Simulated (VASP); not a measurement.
# MgO (Fm-3m) in VASP: a series of runs, part 2 of 2

VASP 6.6.1. Earlier steps stand in the parts before.

## Step 4: Relaxation of cell and atoms, PBE, target pressure 16 GPa, at which the enthalpy is minimised

This run uses another cell than the first one, of 9.62 Å³/atom.

INCAR

```
SYSTEM = MgO
PREC     = Accurate       ! precision mode
ENCUT    = 600            ! plane-wave cutoff, eV
EDIFF    = 1E-7           ! SCF threshold, eV
ISMEAR   = 0              ! smearing method
SIGMA    = 0.01           ! smearing width, eV
LREAL    = .False.        ! projectors in reciprocal space
LASPH    = .True.         ! aspherical terms in the spheres
NELM     = 120            ! most SCF steps
ALGO     = Normal         ! electronic algorithm
ISIF     = 3              ! what is computed and relaxed
LWAVE    = .False.        ! write WAVECAR
LCHARG   = .False.        ! write CHGCAR
GGA      = PE             ! functional
IBRION   = 2              ! ionic algorithm
NSW      = 80             ! ionic steps
EDIFFG   = -0.001         ! ionic threshold
PSTRESS  = 160.0        
GGA_COMPAT= .False.      
NELMIN   = 4
```

KPOINTS

```
regular mesh
0
Gamma
  10 10 10
  0 0 0
```

POSCAR

```
MgO
1.0
    0.0000000000      2.1269229054      2.1269229054
    2.1269229054      0.0000000000      2.1269229054
    2.1269229054      2.1269229054      0.0000000000
Mg O
1 1
Direct
    0.0000000000      0.0000000000      0.0000000000
    0.5000000000      0.5000000000      0.5000000000
```

On the command line:

```bash
$ cat potpaw_PBE.64/Mg/POTCAR potpaw_PBE.64/O/POTCAR > POTCAR
$ mpirun -np 1 vasp_std > vasp.out
```

Wall time 26 s (1 thread of Intel Xeon 8259CL, shared host); peak memory 0.15 GiB.

Results (log left out):

```
Free energy                                                : -11.8409 eV
Relaxed volume                                             : 8.76 Å³/atom
Relaxed cell                                               : a = 2.915 Å, b = 2.915 Å, c = 2.915 Å, α = 60.00°, β = 60.00°, γ = 60.00°
Space group after relaxing (to 0.1 Å)                      : Fm-3m (No. 225)
Energy change on relaxing (the run minimises the enthalpy) : +36.9 meV/atom
Ionic steps                                                : 6
Pressure after relaxing                                    : 16.0 GPa
Band gap on the k mesh                                     : 5.38 eV
```

The path:
| step | energy change (eV) | largest force (eV/Å) | pressure (GPa) | volume (Å³) |
| --- | --- | --- | --- | --- |
| 1 | 0.0000 | 0.0000 | -1.01 | 19.24 |
| 2 | 0.2118 | 0.0000 | 29.88 | 16.54 |
| 3 | 0.0731 | 0.0000 | 15.91 | 17.52 |
| 4 | 0.0765 | 0.0000 | 16.32 | 17.49 |
| 5 | 0.0723 | 0.0000 | 15.81 | 17.53 |
| 6 | 0.0739 | 0.0000 | 16.00 | 17.51 |

Final structure:
```
Mg O
1.0
     0.00000    2.06115    2.06115
     2.06115    0.00000    2.06115
     2.06115    2.06115    0.00000
Mg O
1 1
Direct
  0.00000 0.00000 0.00000
  0.50000 0.50000 0.50000
```

Levels at points of the mesh, in eV from the valence-band top:
```tsv
k point	band 2	band 3	band 4	band 5	band 6	band 7
(0.00, 0.00, 0.00)	0.00	0.00	0.00	5.38	16.17	16.17
(0.50, 0.00, 0.00)	-4.91	-0.73	-0.73	8.32	13.35	16.99
(0.50, 0.50, 0.00)	-4.35	-1.44	-1.44	9.19	10.70	13.80
```

Caveat: the cell is relaxed towards a set pressure, so the run minimises the enthalpy, not the energy.

## Step 5: Single point, PBE

This run uses another cell than the first one, of 9.73 Å³/atom.

INCAR

```
SYSTEM = MgO
PREC = Accurate ; ENCUT = 840
EDIFF = 1E-6 ; ISMEAR = 0
SIGMA = 0.1 ; LREAL = .False.
LASPH = .True. ; NELM = 120
ALGO = Normal ; ISIF = 2
LWAVE = .False. ; LCHARG = .False.
GGA = PE ; NBANDS = 15
GGA_COMPAT = .False.
```

KPOINTS

```
regular mesh
0
Gamma
  8 8 8
  0 0 0
```

POSCAR

```
MgO
1.0
    0.0000000000      2.1351500000      2.1351500000
    2.1351500000      0.0000000000      2.1351500000
    2.1351500000      2.1351500000      0.0000000000
Mg O
1 1
Direct
    0.0000000000      0.0000000000      0.0000000000
    0.5000000000      0.5000000000      0.5000000000
```

Potentials or basis: VASP PAW PBE potentials, release 64 (Mg_sv, O).

On the command line:

```bash
$ cat potpaw_PBE.64/Mg_sv/POTCAR potpaw_PBE.64/O/POTCAR > POTCAR
$ mpirun -np 1 vasp_std > vasp.out
```

Run time: 22 s. Hardware: 1 thread of AMD EPYC 7R43 (Zen 3), shared host; peak memory 0.13 GiB.

The run converged. Its results:

```yaml
Free_energy: -11.8843 eV
Pressure: -1.7 GPa
Band_gap_on_the_k_mesh: 4.35 eV
```

Levels at points of the mesh, in eV from the valence-band top:
```tsv
k point	band 6	band 7	band 8	band 9	band 10	band 11
(0.00, 0.00, 0.00)	0.00	0.00	0.00	4.35	15.57	15.57
(0.50, 0.00, 0.00)	-4.43	-0.61	-0.61	7.65	12.15	15.91
(0.50, 0.50, 0.00)	-3.89	-1.28	-1.28	9.07	9.56	12.67
```

PBE gaps usually lie below the measured ones, often by a third to a half.

## Step 6: Single point, PBE

This run uses another cell than the first one, of 9.12 Å³/atom.

INCAR

```
PREC     = Accurate       # precision mode
ENCUT    = 840            # plane-wave cutoff, eV
EDIFF    = 1E-6           # SCF threshold, eV
ISMEAR   = 0              # smearing method
SIGMA    = 0.01           # smearing width, eV
LREAL    = False          # projectors in reciprocal space
LASPH    = True           # aspherical terms in the spheres
NELM     = 120            # most SCF steps
ALGO     = Normal         # electronic algorithm
ISIF     = 2              # what is computed and relaxed
LWAVE    = False          # write WAVECAR
LCHARG   = True           # write CHGCAR
GGA      = PE             # functional
LELF     = True           # ELF
LVHAR    = True         
NBANDS   = 15             # bands
GGA_COMPAT= False
```

KPOINTS

```
regular mesh
0
Gamma
  10 10 10
```

POSCAR

```
MgO
1.0
    0.0000000000      2.0889564158      2.0889564158
    2.0889564158      0.0000000000      2.0889564158
    2.0889564158      2.0889564158      0.0000000000
Mg O
1 1
Direct
    0.0000000000      0.0000000000      0.0000000000
    0.5000000000      0.5000000000      0.5000000000
```

Potentials or basis: VASP PAW PBE potentials, release 64 (Mg_sv, O).

On the command line:

```bash
$ cat potpaw_PBE.64/Mg_sv/POTCAR potpaw_PBE.64/O/POTCAR > POTCAR
$ mpirun -np 1 vasp_std > vasp.out
```

OUTCAR:

```text
PREC = Accurate
   ENCUT = 840
   EDIFF = 1E-6
   ISMEAR = 0
   LREAL = False
   LASPH = True
   NELM = 120
   ISIF = 2
   GGA = PE

 ion  position               nearest neighbor table
   1  0.000  0.000  0.000-   2 2.09   2 2.09   2 2.09   2 2.09   2 2.09   2 2.09
   2  0.500  0.500  0.500-   1 2.09   1 2.09   1 2.09   1 2.09   1 2.09   1 2.09

  LATTYP: Found a face centered cubic cell.
 ALAT       =     4.1779128316

  Lattice vectors:

 A1 = (   0.0000000000,   2.0889564158,   2.0889564158)
[... 618 lines left out ...]
------------------------ aborting loop because EDIFF is reached ----------------------------------------

  FORCE on cell =-STRESS in cart. coord.  units (eV):
  Direction    XX          YY          ZZ          XY          YZ          ZX
  --------------------------------------------------------------------------------------
  -------------------------------------------------------------------------------------
  Total        1.0389192      1.0389192      1.0389192     -0.0000000     -0.0000000      0.0000000
  in kB       91.3007269     91.3007269     91.3007269     -0.0000000     -0.0000000      0.0000000
  external PRESSURE =      91.3007269 kB  Pullay stress =       0.0000000 kB

 VOLUME and BASIS-vectors are now :
 -----------------------------------------------------------------------------
  energy-cutoff  :      840.00
  volume of cell :       18.23
      direct lattice vectors                 reciprocal lattice vectors
     0.000000000  2.088956416  2.088956416    -0.239353965  0.239353965  0.239353965
     2.088956416  0.000000000  2.088956416     0.239353965 -0.239353965  0.239353965
     2.088956416  2.088956416  0.000000000     0.239353965  0.239353965 -0.239353965

 POSITION                                       TOTAL-FORCE (eV/Angst)
 -----------------------------------------------------------------------------------
      0.00000      0.00000      0.00000         0.000000     -0.000000     -0.000000
      2.08896      2.08896      2.08896        -0.000000      0.000000      0.000000
 -----------------------------------------------------------------------------------
    total drift:                                0.000000      0.000000      0.000000

  FREE ENERGIE OF THE ION-ELECTRON SYSTEM (eV)
  ---------------------------------------------------
  free  energy   TOTEN  =       -11.8538413938 eV

  energy  without entropy=      -11.8538413938  energy(sigma->0) =      -11.85384139
```

Wall time 22 s (1 thread of Intel Xeon Platinum 8259CL at 2.50GHz (Skylake/Cascade Lake), shared host); peak memory 0.16 GiB.

What came out:

```
Free energy            : -11.8538 eV
Pressure               : 9.1 GPa
Band gap on the k mesh : 4.98 eV
```

Caveat: the cell stands under pressure.

## Step 7: Single point, PBE

This run uses another cell than the first one, of 9.27 Å³/atom.

INCAR

```
SYSTEM = MgO
ALGO = Normal
EDIFF = 1E-6
ENCUT = 840
GGA = PE
GGA_COMPAT = .FALSE.
ISIF = 2
ISMEAR = 0
LASPH = .TRUE.
LCHARG = .TRUE.
LELF = .TRUE.
LREAL = .FALSE.
LVHAR = .TRUE.
LWAVE = .FALSE.
NBANDS = 15
NELM = 120
PREC = Accurate
SIGMA = 0.01
```

KPOINTS

```
k-points
0
G
  10 10 10
  0 0 0
```

POSCAR

```
MgO
1.0
    0.0000000000      2.1006416989      2.1006416989
    2.1006416989      0.0000000000      2.1006416989
    2.1006416989      2.1006416989      0.0000000000
Mg O
1 1
Direct
    0.0000000000      0.0000000000      0.0000000000
    0.5000000000      0.5000000000      0.5000000000
```

On the command line:

```bash
$ cat potpaw_PBE.64/Mg_sv/POTCAR potpaw_PBE.64/O/POTCAR > POTCAR
$ mpirun -np 1 vasp_std > vasp.out
```

Wall time 19 s (1 thread of Intel Xeon Platinum 8259CL at 2.50GHz (Skylake/Cascade Lake), shared host); peak memory 0.16 GiB.

The run converged. Its results:

| Item | Value |
| --- | --- |
| Free energy | -11.8694 eV |
| Pressure | 6.1 GPa |
| Band gap on the k mesh | 4.81 eV |

Levels at points of the mesh, in eV from the valence-band top:
```tsv
k point	band 5	band 6	band 7	band 8	band 9	band 10	band 11	band 12
(0.00, 0.00, 0.00)	-17.29	0.00	0.00	0.00	4.81	15.85	15.85	15.85
(0.50, 0.00, 0.00)	-15.95	-4.64	-0.66	-0.66	7.96	12.70	16.41	16.41
(0.50, 0.50, 0.00)	-15.74	-4.08	-1.35	-1.35	9.13	10.09	13.18	19.11
```

Caveat: the cell stands under pressure.

## Step 8: Overview

```csv
task,potentials or basis,cell,k mesh,cutoff (eV),smearing,gap on the mesh (eV),pressure (GPa)
single point,"VASP PAW PBE potentials, release 64 (Mg_sv, O)","a = 2.988 Å, angles 60.0°, 2 atoms",10 × 10 × 10,840,gaussian 0.01 eV,4.65,3.2
single point,"VASP PAW PBE potentials, release 64 (Mg, O)","a = 2.920 Å, angles 60.0°, 2 atoms",10 × 10 × 10,600,gaussian 0.01 eV,5.33,15.0
relaxation of cell and atoms,"VASP PAW PBE potentials, release 64 (Mg, O)","relaxed to 16 GPa from a = 3.008 Å, angles 60.0°, 2 atoms",10 × 10 × 10,600,gaussian 0.01 eV,5.38,16.0
single point,"VASP PAW PBE potentials, release 64 (Mg_sv, O)","a = 3.020 Å, angles 60.0°, 2 atoms",8 × 8 × 8,840,gaussian 0.1 eV,4.35,-1.7
single point,"VASP PAW PBE potentials, release 64 (Mg_sv, O)","a = 2.954 Å, angles 60.0°, 2 atoms",10 × 10 × 10,840,gaussian 0.01 eV,4.98,9.1
single point,"VASP PAW PBE potentials, release 64 (Mg_sv, O)","a = 2.971 Å, angles 60.0°, 2 atoms",10 × 10 × 10,840,gaussian 0.01 eV,4.81,6.1
```

Alike in all rows: level PBE; no spin polarisation.

Caveats: the cell stands under pressure (at least some runs); the cell is relaxed towards a set pressure, so the run minimises the enthalpy, not the energy (at least some runs).

Total energies depend on the potentials used, so only differences within one code and one set of settings carry meaning.
